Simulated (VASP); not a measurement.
A run of VASP 6.6.1 is set up as follows.

The input INCAR:

```
  PREC = Accurate
  ENCUT = 520
  EDIFF = 1E-6
  ISMEAR = 1
  SIGMA = 0.05
  LREAL = False
  LASPH = True
  NELM = 60
  ALGO = Normal
  ISIF = 2
  LWAVE = False
  LCHARG = False
  GGA = PE
  IVDW = 12
  NBANDS = 16
```

File KPOINTS:

```
Automatic mesh
0
Gamma
  12 12 4
```

POSCAR

```
BN
1.0
    2.3890773168      0.0000000000      0.0000000000
   -1.1945386584      2.1703573356      0.0000000000
    0.0000000000      0.0000000000      6.5923998870
B N
2 2
Direct
   -0.1383014547      0.0000000000      0.5000000000
    0.4718745842      0.6666666667      0.0000000000
    0.1378735981      0.0000000000      0.0000000000
    0.5286080042      0.3333333333      0.5000000000
```

Potentials or basis: VASP PAW PBE potentials, release 64 (B, N).

Launch:

```console
$ cat potpaw_PBE.64/B/POTCAR potpaw_PBE.64/N/POTCAR > POTCAR
$ mpirun -np 1 vasp_std > vasp.out
```

Question: Predict the dispersion energy per atom.

Answer: -0.149 eV.

Question: Estimate the largest force.

Answer: 0.859 eV/Å.

Forces on the atoms (eV/Å):
```
B    0.032 -0.811  0.000
B   -0.066 -0.797  0.000
N    0.031  0.750  0.000
N    0.003  0.859  0.000
```

Caveat: the cell differs from its parent crystal (atoms displaced along a vibrational mode, the cell strained).
